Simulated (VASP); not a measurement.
# Ge (P6/mmm) in VASP: a series of runs

Ge is run at these levels: PBE; tasks: single point.

Everything below comes from runs of VASP 6.6.1. Logs are shortened: lines on timing, memory, paths and dates and some standing lists are left out, and cuts for length are marked.

## Step 1: The cell of the first run

The structure is hexagonal, space group P6/mmm (No. 191). The conventional cell has a = 2.175 Å, b = 2.175 Å, c = 2.036 Å, α = 90.00°, β = 90.00°, γ = 120.00°. Within 2.7 Å of Ge (site symmetry 6/mmm) lie 8 Ge at 2.04 to 2.17 Å.

## Step 2: Single point, PBE (volume scaled by 0.43)

Contents of INCAR:

```
PREC = Accurate ; ENCUT = 520
EDIFF = 1E-6 ; ISMEAR = -1
SIGMA = 0.1 ; LREAL = False
LASPH = True ; NELM = 60
ALGO = Normal ; ISIF = 2
LWAVE = False ; LCHARG = False
GGA = PE ; NBANDS = 13
```

Contents of KPOINTS:

```
Automatic mesh
0
Gamma
  17 17 15
```

Contents of POSCAR:

```
Ge
1.0
    2.1746935663      0.0000000000      0.0000000000
   -1.0873467831      1.8833398738      0.0000000000
    0.0000000000      0.0000000000      2.0357299820
Ge
1
Direct
    0.0000000000      0.0000000000      0.0000000000
```

Potentials or basis: VASP PAW PBE potentials, release 64 (Ge_d).

Run with:

```sh
cat potpaw_PBE.64/Ge_d/POTCAR > POTCAR
mpirun -np 1 vasp_std > vasp.out
```

OUTCAR:

```text
PREC = Accurate
   ENCUT = 520
   EDIFF = 1E-6
   ISMEAR = -1
   LREAL = False
   LASPH = True
   NELM = 60
   ISIF = 2
   GGA = PE

 ion  position               nearest neighbor table
   1  0.000  0.000  0.000-

  LATTYP: Found a hexagonal cell.
 ALAT       =     2.1746935663
 C/A-ratio  =     0.9360996940

  Lattice vectors:

 A1 = (   2.1746935663,   0.0000000000,   0.0000000000)
 A2 = (  -1.0873467831,   1.8833398738,   0.0000000000)
 A3 = (   0.0000000000,   0.0000000000,   2.0357299820)

Analysis of symmetry for initial positions (statically):
=====================================================================
 Subroutine PRICEL returns:
 Original cell was already a primitive cell.

 Routine SETGRP: Setting up the symmetry group for a
 hexagonal supercell.

 Subroutine GETGRP returns: Found 24 space group operations
 (whereof 24 operations were pure point group operations)
 out of a pool of 24 trial point group operations.

The static configuration has the point symmetry D_6h.

Analysis of symmetry for dynamics (positions and initial velocities):
=====================================================================
 Subroutine PRICEL returns:
 Original cell was already a primitive cell.

 Routine SETGRP: Setting up the symmetry group for a
 hexagonal supercell.

 Subroutine GETGRP returns: Found 24 space group operations
 (whereof 24 operations were pure point group operations)
 out of a pool of 24 trial point group operations.

The dynamic configuration has the point symmetry D_6h.

 Subroutine INISYM returns: Found 24 space group operations
 (whereof 24 operations are pure point group operations),
 and found     1 'primitive' translations

----------------------------------------------------------------------------------------

                                     Primitive cell

  volume of cell :       8.3377

  direct lattice vectors                    reciprocal lattice vectors
     2.174693566  0.000000000  0.000000000     0.459834901  0.265485804  0.000000000
    -1.087346783  1.883339874  0.000000000     0.000000000  0.530971607  0.000000000
     0.000000000  0.000000000  2.035729982     0.000000000  0.000000000  0.491224283

  length of vectors
[... 77 lines left out ...]
   LASPH  =      T    aspherical Exc in radial PAW
   ENCUT  =  520.0 eV  38.22 Ry    6.18 a.u.   4.04  4.04  3.79*2*pi/ulx,y,z
   NELM   =     60;   NELMIN=  2; NELMDL= -5     # of ELM steps
   EDIFF  = 0.1E-05   stopping-criterion for ELM
   LREAL  =      F    real-space projection
   EDIFFG = 0.1E-04   stopping-criterion for IOM
   NSW    =      0    number of steps for IOM
   IBRION =     -1    ionic relax: 0-MD 1-quasi-New 2-CG
   NFREE  =      0    steps in history (QN), initial steepest desc. (CG)
   ISIF   =      2    stress and relaxation
   ISYM   =      2    0-nonsym 1-usesym 2-fastsym
   POTIM  = 0.5000    time-step for ionic-motion
   TEBEG  =    0.0;   TEEND  =   0.0 temperature during run
   PSTRESS=    0.0 pullay stress
   NELECT =      14.0000    total number of electrons
   NUPDOWN=      -1.0000    fix difference up-down
   EMIN   =  10.00;   EMAX   =-10.00  energy-range for DOS
   EFERMI =   0.00;   METHOD = LEGACY
   ISMEAR =    -1;   SIGMA  =   0.10  broadening in eV -4-tet -1-fermi 0-gaus
   EFERMI_NEDOS =   21; number of points for ismear=-14 and -15
   IALGO  =     38    algorithm
   IMIX   =      4    mixing-type and parameters
     AMIX     =   0.40;   BMIX     =  1.00
     AMIX_MAG =   1.60;   BMIX_MAG =  1.00
  volume/ion in A,a.u.               =       8.34        56.27
  Fermi-wavevector in a.u.,A,eV,Ry     =   1.945816  3.677060 51.514399  3.786201
  Thomas-Fermi vector in A             =   2.974437
   LORBIT       =      0    0 simple, 1 ext, 2 COOP (PROOUT), +10 PAW based schemes
   GGA     = PE    functional components
   LHFCALC =     F    Hartree Fock is set to
   AEXX    =    0.0000 exact exchange contribution
   IVDW    =     0    specifies the selected vdW correction
   LEPSILON=     F    determine dielectric tensor
   LRPA    =     F    only Hartree local field effects (RPA)
 non-spin polarized calculation
  energy-cutoff  :      520.00
  volume of cell :        8.34
 maximum number of plane-waves:       234
   NGX =  9   NGY =  9   NGZ =  7

 number of electron      13.9999984 magnetization

 Free energy of the ion-electron system (eV)
  ---------------------------------------------------
  ext. energy  EPLUGINS =         0.00000000
  ---------------------------------------------------
  free energy    TOTEN  =         1.87685626 eV

  energy without entropy =        1.88303166  energy(sigma->0) =        1.87994396

 E-fermi :  20.3705     XC(G=0): -16.0784

 val. band max:       20.1880196790   @ k =   0.1765   0.1765   0.2667
 cond. band min:      20.3704801470   @ k =   0.4706   0.0588   0.4667
 fundamental gap:      0.1824604680
 Fermi energy:        20.3704618043

 k-point     1 :       0.0000    0.0000    0.0000
  band No.  band energies     occupation
      1      -7.9975      2.00000
      2      -7.0192      2.00000
      3      -7.0192      2.00000
      4      -5.9610      2.00000
      5      -5.9610      2.00000
      6      -3.4900      2.00000
      7      31.7155      0.00000
      8      35.3805      0.00000
      9      37.4621      0.00000
     10      37.4622      0.00000
     11      37.8531      0.00000
     12      41.0380      0.00000
     13      41.0381      0.00000
[... 354 lines left out ...]
  band No.  band energies     occupation
      1      -7.6773      2.00000
      2      -7.2524      2.00000
      3      -6.4933      2.00000
      4      -6.2735      2.00000
      5      -6.0654      2.00000
      6       0.8213      2.00000
      7      21.7238      0.00000
      8      21.7330      0.00000
      9      36.4376      0.00000
     10      38.7450      0.00000
     11      42.4028      0.00000
     12      46.1247      0.00000
     13      55.7782      0.00000

 [... further k-points ...]
[... 5 lines left out ...]
  --------------------------------------------------------------------------------------
  -------------------------------------------------------------------------------------
  Total       20.3707747     20.3707747     20.5130119      0.0000000      0.0000000     -0.0000000
  in kB     3914.4539048   3914.4539046   3941.7862603      0.0000001      0.0000000     -0.0000000
  external PRESSURE =    3923.5646899 kB  Pullay stress =       0.0000000 kB

 VOLUME and BASIS-vectors are now :
 -----------------------------------------------------------------------------
  energy-cutoff  :      520.00
  volume of cell :        8.34
      direct lattice vectors                 reciprocal lattice vectors
     2.174693566  0.000000000  0.000000000     0.459834901  0.265485804  0.000000000
    -1.087346783  1.883339874  0.000000000     0.000000000  0.530971607  0.000000000
     0.000000000  0.000000000  2.035729982     0.000000000  0.000000000  0.491224283

 POSITION                                       TOTAL-FORCE (eV/Angst)
 -----------------------------------------------------------------------------------
      0.00000      0.00000      0.00000        -0.000000      0.000000      0.000000
 -----------------------------------------------------------------------------------
    total drift:                                0.000000     -0.000000      0.000000

  FREE ENERGIE OF THE ION-ELECTRON SYSTEM (eV)
  ---------------------------------------------------
  free  energy   TOTEN  =         1.8768562572 eV

  energy  without entropy=        1.8830316603  energy(sigma->0) =        1.87994396
```

OSZICAR:

```text
N       E                     dE             d eps       ncg     rms          rms(c)
DAV:   1     0.549791862710E+02    0.54979E+02   -0.62513E+03  8395   0.348E+03
DAV:   2     0.358163457122E+01   -0.51398E+02   -0.48774E+02  7334   0.360E+02
DAV:   3     0.160173398211E+01   -0.19799E+01   -0.19721E+01  7818   0.507E+01
DAV:   4     0.159235770693E+01   -0.93763E-02   -0.93753E-02  7639   0.336E+00
DAV:   5     0.159232658804E+01   -0.31119E-04   -0.31118E-04  7804   0.196E-01    0.581E+00
DAV:   6     0.175343256037E+01    0.16111E+00   -0.12704E-02  7872   0.200E+00    0.330E+00
DAV:   7     0.187686460271E+01    0.12343E+00   -0.50573E-02  7458   0.301E+00    0.399E-01
DAV:   8     0.187659962263E+01   -0.26498E-03   -0.15085E-03  8692   0.138E+00    0.175E-01
DAV:   9     0.187683284229E+01    0.23322E-03   -0.33368E-04  9025   0.536E-01    0.234E-02
DAV:  10     0.187685622428E+01    0.23382E-04   -0.18283E-05 10961   0.130E-01    0.322E-03
DAV:  11     0.187685625716E+01    0.32877E-07   -0.56373E-07  5659   0.207E-02
   1 F= 0.18768563E+01 E0= 0.18799440E+01  d E =-.617540E-02
```

stdout:

```text
POSCAR found type information on POSCAR Ge
 POSCAR found :  1 types and       1 ions
 scaLAPACK will be used
 LDA part: xc-table for (Slater+PW92), standard interpolation
 POSCAR, INCAR and KPOINTS ok, starting setup
 FFT: planning ... GRIDC
 FFT: planning ... GRID_SOFT
 FFT: planning ... GRID
 WAVECAR not read
 entering main loop
```

Wall time 5.6 s (1 thread of Intel Xeon 6975P-C (Granite Rapids), shared host); peak memory 0.13 GiB.

Results:

- Free energy: 1.8769 eV
- Pressure: 392.4 GPa
- Band gap on the k mesh: zero (band 7 reaches 32.26 eV, above the bottom of band 8 at 13.67 eV)

Levels at points of the mesh, in eV from the Fermi level:
| k point | band 4 | band 5 | band 6 | band 7 | band 8 | band 9 | band 10 | band 11 |
| --- | --- | --- | --- | --- | --- | --- | --- | --- |
| (0.00, 0.00, 0.00) | -26.33 | -26.33 | -23.86 | 11.35 | 15.01 | 17.09 | 17.09 | 17.48 |

## Step 3: Single point, PBE (volume scaled by 0.43)

Contents of INCAR:

```
SYSTEM = Ge
ALGO = Normal ; EDIFF = 1E-6
ENCUT = 520 ; GGA = PE
ISIF = 2 ; ISMEAR = -1
LASPH = .TRUE. ; LCHARG = .FALSE.
LREAL = .FALSE. ; LWAVE = .FALSE.
NBANDS = 13 ; NELM = 60
PREC = Accurate ; SIGMA = 0.1
```

Contents of KPOINTS:

```
k-points
0
G
  17 17 15
  0 0 0
```

POSCAR is that of step 2.

Potentials or basis: VASP PAW PBE potentials, release 64 (Ge_d).

Run with:

```sh
cat potpaw_PBE.64/Ge_d/POTCAR > POTCAR
mpirun -np 1 vasp_std > vasp.out
```

OUTCAR:

```text
SYSTEM = Ge
   EDIFF = 1E-6
   ENCUT = 520
   GGA = PE
   ISIF = 2
   ISMEAR = -1
   LASPH = .TRUE.
   LREAL = .FALSE.
   NELM = 60
   PREC = Accurate

 ion  position               nearest neighbor table
   1  0.000  0.000  0.000-

  LATTYP: Found a hexagonal cell.
 ALAT       =     2.1746935663
 C/A-ratio  =     0.9360996940

  Lattice vectors:

 A1 = (   2.1746935663,   0.0000000000,   0.0000000000)
 A2 = (  -1.0873467831,   1.8833398738,   0.0000000000)
 A3 = (   0.0000000000,   0.0000000000,   2.0357299820)

[... 560 lines left out ...]
     13      55.7782      0.00000

 [... further k-points ...]

------------------------ aborting loop because EDIFF is reached ----------------------------------------

  FORCE on cell =-STRESS in cart. coord.  units (eV):
  Direction    XX          YY          ZZ          XY          YZ          ZX
  --------------------------------------------------------------------------------------
  -------------------------------------------------------------------------------------
  Total       20.3707747     20.3707747     20.5130119      0.0000000      0.0000000     -0.0000000
  in kB     3914.4539048   3914.4539046   3941.7862603      0.0000001      0.0000000     -0.0000000
  external PRESSURE =    3923.5646899 kB  Pullay stress =       0.0000000 kB

 VOLUME and BASIS-vectors are now :
 -----------------------------------------------------------------------------
  energy-cutoff  :      520.00
  volume of cell :        8.34
      direct lattice vectors                 reciprocal lattice vectors
     2.174693566  0.000000000  0.000000000     0.459834901  0.265485804  0.000000000
    -1.087346783  1.883339874  0.000000000     0.000000000  0.530971607  0.000000000
     0.000000000  0.000000000  2.035729982     0.000000000  0.000000000  0.491224283

 POSITION                                       TOTAL-FORCE (eV/Angst)
 -----------------------------------------------------------------------------------
      0.00000      0.00000      0.00000        -0.000000      0.000000      0.000000
 -----------------------------------------------------------------------------------
    total drift:                                0.000000     -0.000000      0.000000

  FREE ENERGIE OF THE ION-ELECTRON SYSTEM (eV)
  ---------------------------------------------------
  free  energy   TOTEN  =         1.8768562572 eV

  energy  without entropy=        1.8830316603  energy(sigma->0) =        1.87994396
```

OSZICAR:

```text
N       E                     dE             d eps       ncg     rms          rms(c)
DAV:   1     0.549791862710E+02    0.54979E+02   -0.62513E+03  8395   0.348E+03
DAV:   2     0.358163457122E+01   -0.51398E+02   -0.48774E+02  7334   0.360E+02
DAV:   3     0.160173398211E+01   -0.19799E+01   -0.19721E+01  7818   0.507E+01
DAV:   4     0.159235770693E+01   -0.93763E-02   -0.93753E-02  7639   0.336E+00
DAV:   5     0.159232658804E+01   -0.31119E-04   -0.31118E-04  7804   0.196E-01    0.581E+00
DAV:   6     0.175343256037E+01    0.16111E+00   -0.12704E-02  7872   0.200E+00    0.330E+00
DAV:   7     0.187686460271E+01    0.12343E+00   -0.50573E-02  7458   0.301E+00    0.399E-01
DAV:   8     0.187659962263E+01   -0.26498E-03   -0.15085E-03  8692   0.138E+00    0.175E-01
DAV:   9     0.187683284229E+01    0.23322E-03   -0.33368E-04  9025   0.536E-01    0.234E-02
DAV:  10     0.187685622428E+01    0.23382E-04   -0.18283E-05 10961   0.130E-01    0.322E-03
DAV:  11     0.187685625716E+01    0.32877E-07   -0.56373E-07  5659   0.207E-02
   1 F= 0.18768563E+01 E0= 0.18799440E+01  d E =-.617540E-02
```

stdout:

```text
POSCAR found type information on POSCAR Ge
 POSCAR found :  1 types and       1 ions
 scaLAPACK will be used
 LDA part: xc-table for (Slater+PW92), standard interpolation
 POSCAR, INCAR and KPOINTS ok, starting setup
 FFT: planning ... GRIDC
 FFT: planning ... GRID_SOFT
 FFT: planning ... GRID
 WAVECAR not read
 entering main loop
```

It took 5.7 s on 1 thread of Intel Xeon 6975P-C (Granite Rapids), shared host; peak memory 0.13 GiB.

Results:

```
Free energy            : 1.8769 eV
Pressure               : 392.4 GPa
Band gap on the k mesh : zero (band 7 reaches 32.26 eV, above the bottom of band 8 at 13.67 eV)
```

Stress tensor (GPa, compression positive):
```
391.45   0.00   0.00
  0.00 391.45   0.00
  0.00   0.00 394.18
```

(Continued in part 2 of 2.)
